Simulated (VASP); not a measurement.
# Au (P6_3/mmc) in VASP: further runs

Au is run at these levels: BLYP; tasks: single point, relaxation of cell and atoms.

Everything below comes from runs of VASP 6.6.1. Logs are shortened: lines on timing, memory, paths and dates and some standing lists are left out, and cuts for length are marked.

## 1. The cell of the first run

The structure is hexagonal, space group P6_3/mmc (No. 194). The conventional cell has a = 3.019 Å, b = 3.019 Å, c = 5.135 Å, α = 90.00°, β = 90.00°, γ = 120.00°. Au (site symmetry -6m2) has 12 Au at 3.02 to 3.10 Å within 4.0 Å.

## 2. Single point, BLYP (volume scaled by 1.04)

INCAR

```
SYSTEM = Au
AGGAC = 1.0
AGGAX = 1.0
ALDAC = 0.0
ALDAX = 1.0
ALGO = Normal
EDIFF = 1E-6
ENCUT = 520
GGA = B5
ISIF = 2
ISMEAR = -1
LASPH = .True.
LCHARG = .False.
LREAL = .False.
LWAVE = .False.
NBANDS = 18
NELM = 60
PREC = Accurate
SIGMA = 0.1
```

KPOINTS

```
k-points
0
Gamma
  14 14 7
  0 0 0
```

POSCAR

```
Au
1.0
    3.0189724289      0.0000000000      0.0000000000
   -1.5094862144      2.6145068168      0.0000000000
    0.0000000000      0.0000000000      5.1352214945
Au
2
Direct
    0.3333333333      0.6666666667      0.2500000000
    0.6666666667      0.3333333333      0.7500000000
```

Potentials or basis: VASP PAW PBE potentials, release 64 (Au).

Command:

```sh
cat potpaw_PBE.64/Au/POTCAR > POTCAR
mpirun -np 1 vasp_std > vasp.out
```

OUTCAR:

```text
SYSTEM = Au
   EDIFF = 1E-6
   ENCUT = 520
   GGA = B5
   ISIF = 2
   ISMEAR = -1
   LASPH = .True.
   LREAL = .False.
   NELM = 60
   PREC = Accurate

 ion  position               nearest neighbor table
   1  0.333  0.667  0.250-   2 3.10   2 3.10   2 3.10   2 3.10   2 3.10   2 3.10
   2  0.667  0.333  0.750-   1 3.10   1 3.10   1 3.10   1 3.10   1 3.10   1 3.10

  LATTYP: Found a hexagonal cell.
 ALAT       =     3.0189724289
 C/A-ratio  =     1.7009832370

  Lattice vectors:

 A1 = (   3.0189724289,   0.0000000000,   0.0000000000)
 A2 = (  -1.5094862144,   2.6145068168,   0.0000000000)
 A3 = (   0.0000000000,   0.0000000000,   5.1352214945)

Analysis of symmetry for initial positions (statically):
=====================================================================
 Subroutine PRICEL returns:
 Original cell was already a primitive cell.

 Routine SETGRP: Setting up the symmetry group for a
 hexagonal supercell.

 Subroutine GETGRP returns: Found 24 space group operations
 (whereof 12 operations were pure point group operations)
 out of a pool of 24 trial point group operations.

The static configuration has the point symmetry D_3d.
 The point group associated with its full space group is D_6h.

Analysis of symmetry for dynamics (positions and initial velocities):
=====================================================================
 Subroutine PRICEL returns:
 Original cell was already a primitive cell.

 Routine SETGRP: Setting up the symmetry group for a
 hexagonal supercell.

 Subroutine GETGRP returns: Found 24 space group operations
 (whereof 12 operations were pure point group operations)
 out of a pool of 24 trial point group operations.

The dynamic configuration has the point symmetry D_3d.
 The point group associated with its full space group is D_6h.

 Subroutine INISYM returns: Found 24 space group operations
 (whereof 12 operations are pure point group operations),
 and found     1 'primitive' translations

----------------------------------------------------------------------------------------

                                     Primitive cell

  volume of cell :      40.5329

  direct lattice vectors                    reciprocal lattice vectors
     3.018972429  0.000000000  0.000000000     0.331238533  0.191240656  0.000000000
    -1.509486214  2.614506817  0.000000000     0.000000000  0.382481313  0.000000000
     0.000000000  0.000000000  5.135221494     0.000000000  0.000000000  0.194733567

  length of vectors
     3.018972429  3.018972429  5.135221494     0.382481313  0.382481313  0.194733567

  position of ions in fractional coordinates (direct lattice)
     0.333333333  0.666666667  0.250000000
     0.666666667  0.333333333  0.750000000

  ion indices of the primitive-cell ions
   primitive index   ion index
                 1           1
                 2           2

----------------------------------------------------------------------------------------

 KPOINTS: k-points

Automatic generation of k-mesh.
 Grid dimensions read from file:
 generate k-points for:   14   14    7

 Generating k-lattice:

  Cartesian coordinates                     Fractional coordinates (reciprocal lattice)
     0.023659895  0.013660047  0.000000000     0.071428571  0.000000000  0.000000000
     0.000000000  0.027320094  0.000000000     0.000000000  0.071428571  0.000000000
     0.000000000  0.000000000  0.027819081     0.000000000  0.000000000  0.142857143

  Length of vectors
     0.027320094  0.027320094  0.027819081

  Shift w.r.t. Gamma in fractional coordinates (k-lattice)
     0.000000000  0.000000000  0.000000000

 Subroutine IBZKPT returns following result:
 ===========================================

 Found     96 irreducible k-points:

 Following reciprocal coordinates:
            Coordinates               Weight
  0.000000  0.000000  0.000000      1.000000
  0.071429  0.000000  0.000000      6.000000
  0.142857  0.000000  0.000000      6.000000
  0.214286  0.000000  0.000000      6.000000
  0.285714  0.000000  0.000000      6.000000
  0.357143  0.000000  0.000000      6.000000
[... 16 lines left out ...]
  0.285714  0.285714  0.000000      6.000000
  0.357143  0.285714  0.000000      6.000000
 [... further k-points ...]
   k-points           NKPTS =     96   k-points in BZ     NKDIM =     96   number of bands    NBANDS=     18
   number of dos      NEDOS =    301   number of ions     NIONS =      2
   total plane-waves  NPLWV =  23040
   dimension x,y,z NGX =    24 NGY =   24 NGZ =   40
   dimension x,y,z NGXF=    48 NGYF=   48 NGZF=   80
   ions per type =               2
   NGX,Y,Z   is equivalent  to a cutoff of  13.22, 13.22, 12.95 a.u.
   NGXF,Y,Z  is equivalent  to a cutoff of  26.43, 26.43, 25.90 a.u.
 SYSTEM =  Au
   PREC   = accura    normal or accurate (medium, high low for compatibility)
   ISTART =      0    job   : 0-new  1-cont  2-samecut
   ICHARG =      2    charge: 1-file 2-atom 10-const
   ISPIN  =      1    spin polarized calculation?
   LNONCOLLINEAR =      F non collinear calculations
   LSORBIT =      F    spin-orbit coupling
   LASPH  =      T    aspherical Exc in radial PAW
   ENCUT  =  520.0 eV  38.22 Ry    6.18 a.u.   5.61  5.61  9.55*2*pi/ulx,y,z
   NELM   =     60;   NELMIN=  2; NELMDL= -5     # of ELM steps
   EDIFF  = 0.1E-05   stopping-criterion for ELM
   LREAL  =      F    real-space projection
   EDIFFG = 0.1E-04   stopping-criterion for IOM
   NSW    =      0    number of steps for IOM
   IBRION =     -1    ionic relax: 0-MD 1-quasi-New 2-CG
   NFREE  =      0    steps in history (QN), initial steepest desc. (CG)
   ISIF   =      2    stress and relaxation
   ISYM   =      2    0-nonsym 1-usesym 2-fastsym
   POTIM  = 0.5000    time-step for ionic-motion
   TEBEG  =    0.0;   TEEND  =   0.0 temperature during run
   PSTRESS=    0.0 pullay stress
   NELECT =      22.0000    total number of electrons
   NUPDOWN=      -1.0000    fix difference up-down
   EMIN   =  10.00;   EMAX   =-10.00  energy-range for DOS
   EFERMI =   0.00;   METHOD = LEGACY
   ISMEAR =    -1;   SIGMA  =   0.10  broadening in eV -4-tet -1-fermi 0-gaus
   EFERMI_NEDOS =   21; number of points for ismear=-14 and -15
   IALGO  =     38    algorithm
   IMIX   =      4    mixing-type and parameters
     AMIX     =   0.40;   BMIX     =  1.00
     AMIX_MAG =   1.60;   BMIX_MAG =  1.00
  volume/ion in A,a.u.               =      20.27       136.76
  Fermi-wavevector in a.u.,A,eV,Ry     =   1.335405  2.523550 24.263361  1.783307
  Thomas-Fermi vector in A             =   2.464112
   LORBIT       =      0    0 simple, 1 ext, 2 COOP (PROOUT), +10 PAW based schemes
   GGA     = B5    functional components
   LHFCALC =     F    Hartree Fock is set to
   AEXX    =    0.0000 exact exchange contribution
   IVDW    =     0    specifies the selected vdW correction
   LEPSILON=     F    determine dielectric tensor
   LRPA    =     F    only Hartree local field effects (RPA)
 non-spin polarized calculation
  energy-cutoff  :      520.00
  volume of cell :       40.53
 maximum number of plane-waves:      1123
 NGX is ok and might be reduce to    24
   NGX = 11   NGY = 11   NGZ = 19

 number of electron      22.0000002 magnetization

 Free energy of the ion-electron system (eV)
  ---------------------------------------------------
  ext. energy  EPLUGINS =         0.00000000
  ---------------------------------------------------
  free energy    TOTEN  =        -4.89321761 eV

  energy without entropy =       -4.86762227  energy(sigma->0) =       -4.88041994

 E-fermi :   7.4288     XC(G=0): -11.0843

 val. band max:        7.4077772264   @ k =   0.2857   0.2143   0.2857
 cond. band min:       7.4408982136   @ k =   0.3571   0.1429   0.2857
 fundamental gap:      0.0331209872
 Fermi energy:         7.4287663698

 k-point     1 :       0.0000    0.0000    0.0000
  band No.  band energies     occupation
      1      -0.7147      2.00000
      2       1.3686      2.00000
      3       3.2894      2.00000
      4       3.5564      2.00000
      5       3.5564      2.00000
      6       3.7674      2.00000
[... 10 lines left out ...]
     17      24.2770      0.00000
     18      24.2770      0.00000

 k-point     2 :       0.0714    0.0000    0.0000
  band No.  band energies     occupation
      1      -0.5736      2.00000
      2       1.4825      2.00000
      3       3.2696      2.00000
      4       3.5729      2.00000
      5       3.6408      2.00000
      6       3.7267      2.00000
[... 10 lines left out ...]
     17      23.5425      0.00000
     18      24.6466      0.00000

 k-point     3 :       0.1429    0.0000    0.0000
  band No.  band energies     occupation
      1      -0.1650      2.00000
      2       1.7855      2.00000
      3       3.1837      2.00000
      4       3.5665      2.00000
      5       3.7528      2.00000
      6       3.8847      2.00000
[... 10 lines left out ...]
     17      23.5334      0.00000
     18      24.8925      0.00000

 k-point     4 :       0.2143    0.0000    0.0000
  band No.  band energies     occupation
      1       0.4545      2.00000
      2       2.1077      2.00000
      3       3.1613      2.00000
      4       3.4437      2.00000
      5       3.4463      2.00000
      6       4.0281      2.00000
[... 10 lines left out ...]
     17      23.2272      0.00000
     18      23.6257      0.00000

 k-point     5 :       0.2857    0.0000    0.0000
  band No.  band energies     occupation
      1       1.1395      2.00000
      2       2.1625      2.00000
      3       2.9761      2.00000
      4       3.3924      2.00000
      5       3.4664      2.00000
      6       3.8729      2.00000
[... 10 lines left out ...]
     17      21.5449      0.00000
     18      23.5691      0.00000

 k-point     6 :       0.3571    0.0000    0.0000
  band No.  band energies     occupation
      1       1.6257      2.00000
      2       2.0360      2.00000
      3       2.6210      2.00000
      4       3.5715      2.00000
      5       3.7441      2.00000
      6       3.8703      2.00000
[... 10 lines left out ...]
     17      20.0431      0.00000
     18      22.8176      0.00000

 k-point     7 :       0.4286    0.0000    0.0000
  band No.  band energies     occupation
      1       1.8081      2.00000
      2       1.9155      2.00000
      3       2.4030      2.00000
      4       3.6597      2.00000
      5       3.7624      2.00000
      6       3.8131      2.00000
[... 10 lines left out ...]
     17      18.7726      0.00000
     18      22.3415      0.00000

 k-point     8 :       0.5000    0.0000    0.0000
  band No.  band energies     occupation
      1       1.8499      2.00000
      2       1.8619      2.00000
      3       2.3297      2.00000
      4       3.6305      2.00000
      5       3.7248      2.00000
      6       3.9136      2.00000
[... 10 lines left out ...]
     17      18.1871      0.00000
     18      22.1812      0.00000
[... 229 lines left out ...]
     17      18.2561      0.00000
     18      21.0760      0.00000

 k-point    20 :       0.2143    0.2143    0.0000
  band No.  band energies     occupation
      1       2.1143      2.00000
      2       2.6929      2.00000
      3       2.7592      2.00000
      4       2.8557      2.00000
      5       3.4540      2.00000
      6       3.6804      2.00000
[... 10 lines left out ...]
     17      20.8995      0.00000
     18      20.9827      0.00000

 k-point    21 :       0.2857    0.2143    0.0000
  band No.  band energies     occupation
      1       2.4301      2.00000
      2       2.5263      2.00000
      3       2.6446      2.00000
      4       3.2546      2.00000
      5       3.4155      2.00000
      6       3.8315      2.00000
[... 10 lines left out ...]
     17      19.5618      0.00000
     18      19.7838      0.00000

 k-point    22 :       0.3571    0.2143    0.0000
  band No.  band energies     occupation
      1       2.4390      2.00000
      2       2.5077      2.00000
      3       2.5538      2.00000
      4       3.4547      2.00000
      5       3.6128      2.00000
      6       3.6723      2.00000
[... 10 lines left out ...]
     17      18.3772      0.00000
     18      19.2928      0.00000

 k-point    23 :       0.2857    0.2857    0.0000
  band No.  band energies     occupation
      1       2.4696      2.00000
      2       2.6637      2.00000
      3       2.8699      2.00000
      4       3.2742      2.00000
      5       3.4116      2.00000
      6       3.6715      2.00000
[... 10 lines left out ...]
     17      17.8547      0.00000
     18      18.5201      0.00000

 k-point    24 :       0.3571    0.2857    0.0000
  band No.  band energies     occupation
      1       2.4516      2.00000
      2       2.7967      2.00000
      3       2.8271      2.00000
      4       3.3651      2.00000
      5       3.4623      2.00000
      6       3.5609      2.00000
[... 10 lines left out ...]
     17      17.2971      0.00000
     18      17.6568      0.00000

 [... further k-points ...]

------------------------ aborting loop because EDIFF is reached ----------------------------------------

  FORCE on cell =-STRESS in cart. coord.  units (eV):
  Direction    XX          YY          ZZ          XY          YZ          ZX
  --------------------------------------------------------------------------------------
  -------------------------------------------------------------------------------------
  Total       -0.7587177     -0.7587177     -0.7772183     -0.0000000      0.0000000      0.0000000
  in kB      -29.9904302    -29.9904302    -30.7217183     -0.0000000      0.0000000      0.0000000
  external PRESSURE =     -30.2341929 kB  Pullay stress =       0.0000000 kB

 VOLUME and BASIS-vectors are now :
 -----------------------------------------------------------------------------
  energy-cutoff  :      520.00
  volume of cell :       40.53
      direct lattice vectors                 reciprocal lattice vectors
     3.018972429  0.000000000  0.000000000     0.331238533  0.191240656  0.000000000
    -1.509486214  2.614506817  0.000000000     0.000000000  0.382481313  0.000000000
     0.000000000  0.000000000  5.135221494     0.000000000  0.000000000  0.194733567

 POSITION                                       TOTAL-FORCE (eV/Angst)
 -----------------------------------------------------------------------------------
     -0.00000      1.74300      1.28381         0.000000      0.000000      0.000000
      1.50949      0.87150      3.85142        -0.000000      0.000000      0.000000
 -----------------------------------------------------------------------------------
    total drift:                                0.000000     -0.000000      0.000000

  FREE ENERGIE OF THE ION-ELECTRON SYSTEM (eV)
  ---------------------------------------------------
  free  energy   TOTEN  =        -4.8932176109 eV

  energy  without entropy=       -4.8676222717  energy(sigma->0) =       -4.88041994
```

Wall time 43 s (1 thread of Intel Xeon Platinum 8488C (Sapphire Rapids), shared host); peak memory 0.19 GiB.

What came out:

```yaml
Free_energy: -4.8932 eV
Pressure: -3.0 GPa
Band_gap_on_the_k_mesh: zero (band 11 reaches 10.26 eV, above the bottom of band 12 at 5.07 eV)
```

Caveat: the PAW data sets were made with another functional, which shifts forces and pressure a little; spin-orbit coupling is left out, which moves the levels of the heavy elements.

## 3. Single point, BLYP (volume scaled by 1.08)

INCAR

```
SYSTEM = Au
PREC     = Accurate       ! precision mode
ENCUT    = 520            ! plane-wave cutoff, eV
EDIFF    = 1E-7           ! SCF threshold, eV
ISMEAR   = -1             ! smearing method
SIGMA    = 0.1            ! smearing width, eV
LREAL    = .FALSE.        ! projectors in reciprocal space
LASPH    = .TRUE.         ! aspherical terms in the spheres
NELM     = 100            ! most SCF steps
ALGO     = Normal         ! electronic algorithm
ISIF     = 2              ! what is computed and relaxed
LWAVE    = .FALSE.        ! write WAVECAR
LCHARG   = .FALSE.        ! write CHGCAR
GGA      = B5             ! functional
ALDAX    = 1.0          
AGGAX    = 1.0          
AGGAC    = 1.0          
ALDAC    = 0.0          
NBANDS   = 18             ! bands
```

KPOINTS

```
regular mesh
0
G
  14 14 7
  0 0 0
```

POSCAR

```
Au
1.0
    3.0571913270      0.0000000000      0.0000000000
   -1.5285956635      2.6476053535      0.0000000000
    0.0000000000      0.0000000000      5.2002311996
Au
2
Direct
    0.3333333333      0.6666666667      0.2500000000
    0.6666666667      0.3333333333      0.7500000000
```

Potentials or basis: VASP PAW PBE potentials, release 64 (Au).

Command:

```sh
cat potpaw_PBE.64/Au/POTCAR > POTCAR
mpirun -np 1 vasp_std > vasp.out
```

It took 44 s on 1 thread of Intel Xeon Platinum 8488C (Sapphire Rapids), shared host; peak memory 0.19 GiB.

The run converged. Its results:

| Quantity | Value |
| --- | --- |
| Free energy | -4.8506 eV |
| Pressure | -5.8 GPa |
| Band gap on the k mesh | zero (band 11 reaches 9.61 eV, above the bottom of band 12 at 4.61 eV) |

Stress tensor (GPa, compression positive):
```
-5.88  0.00  0.00
 0.00 -5.88  0.00
 0.00  0.00 -5.60
```

Levels at points of the mesh, in eV from the Fermi level:
| k point | band 8 | band 9 | band 10 | band 11 | band 12 | band 13 | band 14 | band 15 |
| --- | --- | --- | --- | --- | --- | --- | --- | --- |
| (0.00, 0.00, 0.00) | -2.97 | -2.97 | -2.07 | -2.07 | -0.12 | 1.55 | 14.92 | 15.25 |
| (0.50, 0.00, 0.00) | -1.94 | -1.82 | -1.70 | 0.48 | 1.13 | 5.14 | 5.75 | 6.64 |

Caveat: the PAW data sets were made with another functional, which shifts forces and pressure a little; spin-orbit coupling is left out, which moves the levels of the heavy elements.

(Continued in part 2 of 2.)
